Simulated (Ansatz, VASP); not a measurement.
# Rb2CoF6: VASP beside Ansatz

INCAR

```
ALGO = Normal
EDIFF = 1E-7
ENCUT = 520
GGA = CA
ISIF = 2
ISMEAR = 0
ISPIN = 2
LASPH = T
LCHARG = T
LDAU = T
LDAUJ = 0 0 0
LDAUL = -1 2 -1
LDAUPRINT = 1
LDAUTYPE = 2
LDAUU = 0 2 0
LELF = T
LMAXMIX = 4
LORBIT = 11
LREAL = F
LVHAR = T
LWAVE = F
MAGMOM = 0 0 5 0 0 0 0 0 0
NBANDS = 48
NELM = 150
PREC = Accurate
SIGMA = 0.05
```

Contents of KPOINTS:

```
k-points
0
Gamma
  4 4 4
```

POSCAR

```
Rb2CoF6
1.0
    0.0000000000      4.2299996800      4.2299996800
    4.2299996800      0.0000000000      4.2299996800
    4.2299996800      4.2299996800      0.0000000000
Rb Co F
2 1 6
Direct
    0.2500000000      0.2500000000      0.2500000000
    0.7500000000      0.7500000000      0.7500000000
    0.0000000000      0.0000000000      0.0000000000
    0.8050000000      0.1950000000      0.1950000000
    0.1950000000      0.8050000000      0.1950000000
    0.1950000000      0.8050000000      0.8050000000
    0.8050000000      0.1950000000      0.8050000000
    0.1950000000      0.1950000000      0.8050000000
    0.8050000000      0.8050000000      0.1950000000
```

Input for Ansatz:

```yaml
crystal:
  lattice:
    - [0.0, 4.22999968, 4.22999968]
    - [4.22999968, 0.0, 4.22999968]
    - [4.22999968, 4.22999968, 0.0]
  atoms:
    - { symbol: Rb, position: [0.25, 0.25, 0.25] }
    - { symbol: Rb, position: [0.75, 0.75, 0.75] }
    - { symbol: Co, position: [0.0, 0.0, 0.0], spin: 5.0 }
    - { symbol: F, position: [0.805, 0.195, 0.195] }
    - { symbol: F, position: [0.195, 0.805, 0.195] }
    - { symbol: F, position: [0.195, 0.805, 0.805] }
    - { symbol: F, position: [0.805, 0.195, 0.805] }
    - { symbol: F, position: [0.195, 0.195, 0.805] }
    - { symbol: F, position: [0.805, 0.805, 0.195] }
basis:
  ecutwfc: 420
  ecutrho_ratio: 4
kpoints:
  mp_grid: { grid: [4, 4, 4] }
hamiltonian:
  xc: lda
  hubbard: { sites: [{ site: 2, l: d, u_eff: 2.0 }] }
scf:
  occupations: { method: gaussian, width: 0.05 }
  lower_state_search: "off"
  max_iter: 150
output:
  forces: true
  stress: true
  eigenvalues: true
  populations: true
  hubbard: { sites: [{ site: 2, l: d }] }
magnetization:
  spin_polarized: true
```

Alike in both runs: task single point; functional LDA; k mesh 4 × 4 × 4; occupations gaussian, width 0.05 eV; collinear spin; Hubbard terms Co d U = 2.0 eV.

|  | VASP | Ansatz |
| --- | --- | --- |
| version | VASP 6.6.1 | Ansatz 0.2.0 |
| potentials or method | VASP PAW LDA potentials, release 64 (Rb_sv, Co, F), cutoff 520 eV | scalar-relativistic, plane waves, PAW |
| valence electrons in the cell | 69 | 77 |

Ansatz gave:

```
gap on the k mesh at the Fermi level (eV)                     : none
pressure (GPa)                                                : 12.3
rms of the force components (eV/Å)                            : 2.059
net moment per atom (μB)                                      : 0.11
size of the moment on the site where the two differ most (μB) : 0.67
```

Task: Estimate VASP's values.

Result: gap on the k mesh at the Fermi level (eV): none; pressure (GPa): 11.5; rms of the force components (eV/Å): 1.964; net moment per atom (μB): 0.11; size of the moment on the site where the two differ most (μB): 0.74.

LDA's correlation is that of Perdew and Zunger in VASP and of Perdew and Wang (1992) in Ansatz. Site moments also hang on the region over which each program counts them. The programs project onto different local orbitals, so the same U acts differently, and such runs can settle in different states. Atom by atom the forces differ by 0.095 eV/Å (rms over components). A gap of «none» marks a metal or a gap that the smearing closes. VASP's potentials hold 69 valence electrons a cell and Ansatz's 77, so a difference there can come from the potentials and not from the codes. Ansatz's warnings: filled band counts differ across k points.
